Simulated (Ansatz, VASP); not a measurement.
**Two plane-wave programs on AlNi**

```
Al Ni
1.0
     2.86217    0.00000    0.00000
     0.00000    2.86217    0.00000
     0.00000    0.00000    2.86217
Al Ni
1 1
Cartesian
  0.0000 0.0000 0.0000
  1.2061 1.4311 1.2061
```

Alike in both runs: task single point; functional PBEsol; k mesh 20 × 20 × 20; occupations gaussian, width 0.15 eV; no spin polarisation.

|  | VASP | Ansatz |
| --- | --- | --- |
| version | VASP 6.6.1 | Ansatz 0.2.0 |
| potentials or method | VASP PAW PBE potentials, release 64 (Al, Ni), cutoff 600 eV | scalar-relativistic, plane waves, PAW |
| valence electrons in the cell | 13 | 21 |

```csv
,VASP,Ansatz,Ansatz less VASP
gap on the k mesh at the Fermi level (eV),none,none,-
pressure (GPa),7.6,7.3,-0.32
"traceless stress, the component that is largest in VASP (GPa)",7.48,7.43,-0.051
rms of the force components (eV/Å),1.340,1.332,-0.0079
```

VASP's potentials were made for PBE, not for PBEsol. Atom by atom the forces differ by 0.008 eV/Å (rms over components). A gap of «none» marks a metal or a gap that the smearing closes. VASP's potentials hold 13 valence electrons a cell and Ansatz's 21, so a difference there can come from the potentials and not from the codes.
